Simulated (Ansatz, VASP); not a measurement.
**One calculation of AlNi3, two programs**

POSCAR

```
AlNi3
1.0
    0.0000000000      2.7640207515      2.7640207515
    2.7640207515      0.0000000000      2.7640207515
    2.7640207515      2.7640207515      0.0000000000
Ni Al
3 1
Direct
    0.7500000000      0.7500000000      0.7500000000
    0.0000000000      0.0000000000      0.0000000000
    0.2500000000      0.2500000000      0.2500000000
    0.5000000000      0.5000000000      0.5000000000
```

File INCAR.step1:

```
SYSTEM = AlNi3
ALGO = Normal
EDIFF = 1E-4
ENCUT = 520
GGA = PE
ISMEAR = -1
ISPIN = 2
LASPH = .True.
LCHARG = .False.
LMAXMIX = 4
LREAL = .False.
LWAVE = .True.
MAGMOM = 1 1 1 0
NBANDS = 28
NELM = 150
PREC = Accurate
SIGMA = 0.05
```

File INCAR.step2:

```
SYSTEM = AlNi3
ALGO = Normal
EDIFF = 1E-6
ENCUT = 520
ISIF = 2
ISMEAR = -1
ISPIN = 2
ISTART = 1
LASPH = .True.
LCHARG = .False.
LMAXMIX = 4
LMIXTAU = .True.
LORBIT = 11
LREAL = .False.
LWAVE = .False.
MAGMOM = 1 1 1 0
METAGGA = R2SCAN
NBANDS = 28
NELM = 150
PREC = Accurate
SIGMA = 0.05
```

KPOINTS

```
k-points
0
Gamma
  8 8 8
  0 0 0
```

Contents of input.yaml:

```yaml
crystal:
  lattice:
    - [0.0, 2.7640207515, 2.7640207515]
    - [2.7640207515, 0.0, 2.7640207515]
    - [2.7640207515, 2.7640207515, 0.0]
  atoms:
    - { symbol: Ni, position: [0.75, 0.75, 0.75], spin: 1.0 }
    - { symbol: Ni, position: [0.0, 0.0, 0.0], spin: 1.0 }
    - { symbol: Ni, position: [0.25, 0.25, 0.25], spin: 1.0 }
    - { symbol: Al, position: [0.5, 0.5, 0.5] }
hamiltonian:
  xc: r2scan
  pseudopotentials: { kind: paw }
magnetization:
  spin_polarized: true
kpoints:
  mp_grid: { grid: [8, 8, 8] }
scf:
  occupations: { method: fermi_dirac, width: 0.05 }
output:
  forces: true
  stress: true
  eigenvalues: true
```

Alike in both runs: task single point; functional r2SCAN; k mesh 8 × 8 × 8; occupations fermi-dirac, width 0.05 eV; collinear spin.

```csv
,VASP,Ansatz
version,VASP 6.6.1,Ansatz 0.2.0
potentials or method,"VASP PAW PBE potentials, release 64 (Ni, Al)",Ansatz PAW
plane-wave cutoff (eV),520,500
valence electrons in the cell,33,57
```

VASP gave:

```
gap on the k mesh at the Fermi level (eV) : none
pressure (GPa)                            : 9.1
net moment per atom (μB)                  : 0.00
```

Question: What did Ansatz give for the same quantities?

Answer: gap on the k mesh at the Fermi level (eV): none; pressure (GPa): 9.0; net moment per atom (μB): 0.00.

VASP's potentials were made for PBE, not for r2SCAN. A gap of «none» marks a metal or a gap that the smearing closes. VASP's potentials hold 33 valence electrons a cell and Ansatz's 57, so a difference there can come from the potentials and not from the codes.

Noted on Ansatz's run: the magnetic or orbital state may not be the lowest.
